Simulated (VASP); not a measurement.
**TiB2: single point with PBE**

TiB2:

```
Ti B
1.0
     2.95149    0.00000    0.00000
    -1.47575    2.55606    0.00000
     0.00000    0.00000    3.14558
Ti B
1 2
Direct
  0.00000 0.00000 0.00000
  0.33333 0.66667 0.50000
  0.66667 0.33333 0.50000
```

| Item | Value |
| --- | --- |
| Program | VASP 6.6.1 |
| Task | single point |
| Functional | PBE |
| Potentials or basis | VASP PAW PBE potentials, release 64 (Ti_sv, B) |
| Cutoff | 520 eV |
| k mesh | 11 × 11 × 9 |
| Occupations | methfessel-paxton, width 0.1 eV |
| Spin | no spin polarisation |

The pressure is 23.6 GPa and the band gap on the k mesh is zero (band 9 reaches 11.09 eV, above the bottom of band 10 at 10.58 eV).

Stress tensor (GPa, compression positive):
```
25.57  0.00  0.00
 0.00 25.57  0.00
 0.00  0.00 19.69
```

Levels at points of the mesh, in eV from the Fermi level:
| k point | band 5 | band 6 | band 7 | band 8 | band 9 | band 10 | band 11 | band 12 | band 13 | band 14 |
| --- | --- | --- | --- | --- | --- | --- | --- | --- | --- | --- |
| (0.00, 0.00, 0.00) | -13.91 | -2.75 | -2.75 | -2.33 | -2.29 | 2.15 | 2.15 | 4.05 | 4.05 | 6.15 |

Wall time 13 s on 1 thread of Intel(R) Xeon(R) Platinum 8559C (Emerald Rapids), with other jobs on the host, peak memory 0.15 GiB.
